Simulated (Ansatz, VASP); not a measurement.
**Two plane-wave programs on GaAs**

```
CELL_PARAMETERS angstrom
0.00000 2.79436 2.79436
2.79436 0.00000 2.79436
2.79436 2.79436 0.00000
ATOMIC_POSITIONS crystal
Ga 0.00000 0.00000 0.00000
As 0.25000 0.25000 0.25000
```

Alike in both runs: functional r2SCAN; k mesh 8 × 8 × 8; occupations fermi-dirac, width 0.02 eV; no spin polarisation.

Ansatz relaxed the structure, and its values are those at the end. VASP's run is a single point on that final structure, the one shown.

```csv
,VASP,Ansatz
version,VASP 6.6.1,Ansatz 0.2.0
potentials or method,"VASP PAW PBE potentials, release 64 (Ga_d, As), cutoff 520 eV",PAW plane waves
valence electrons in the cell,18,28
```

|  | VASP | Ansatz | Ansatz less VASP |
| --- | --- | --- | --- |
| gap on the k mesh at the Fermi level (eV) | 1.28 | 1.30 | +0.023 |
| pressure (GPa) | 3.4 | 3.3 | -0.18 |

VASP's potentials were made for PBE, not for r2SCAN. VASP's potentials hold 18 valence electrons a cell and Ansatz's 28, so a difference there can come from the potentials and not from the codes. Ansatz's warnings: stress scf threshold loose.
